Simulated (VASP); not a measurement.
Runs of VASP 6.6.1 on AlNi. The structure is that of space group Pm-3m (No. 221), or close to it. The cells are those of the table. 

```csv
cell,gap on the mesh (eV),pressure (GPa)
"a = 2.651, b = 2.651, c = 2.766 Å, 2 atoms",none,49.1
"a = 2.766 Å, 2 atoms",none,(b)
"a = 2.766, b = 2.766, c = 2.651 Å, 2 atoms",none,34.7
"a = 2.651, b = 2.651, c = 2.881 Å, 2 atoms",none,35.6
"a = 3.111, b = 3.111, c = 2.881 Å, 2 atoms",none,-20.0
"a = 2.996, b = 2.996, c = 3.111 Å, 2 atoms",none,(c)
"a = 2.651 Å, 2 atoms",none,(a)
"a = 3.111, b = 3.111, c = 2.996 Å, 2 atoms",none,-23.0
"a = 3.111 Å, 2 atoms",none,-24.8
"a = 2.996 Å, 2 atoms",none,-17.8
```

Alike in all rows: task single point; level PBEsol; potentials or basis VASP PAW PBE potentials, release 64 (Al, Ni); no spin polarisation; k mesh 16 × 16 × 16; cutoff (eV) 520; smearing gaussian 0.15 eV.

**Question.** Estimate the missing entries.

**Answer.** (a) 65.4; (b) 22.4; (c) -20.4.

Caveats: the PAW data sets were made with another functional, which shifts forces and pressure a little; the cell stands under pressure (at least some runs); the cell stands under tension (at least some runs).

A gap of «none» marks levels without a gap at the run's occupations.
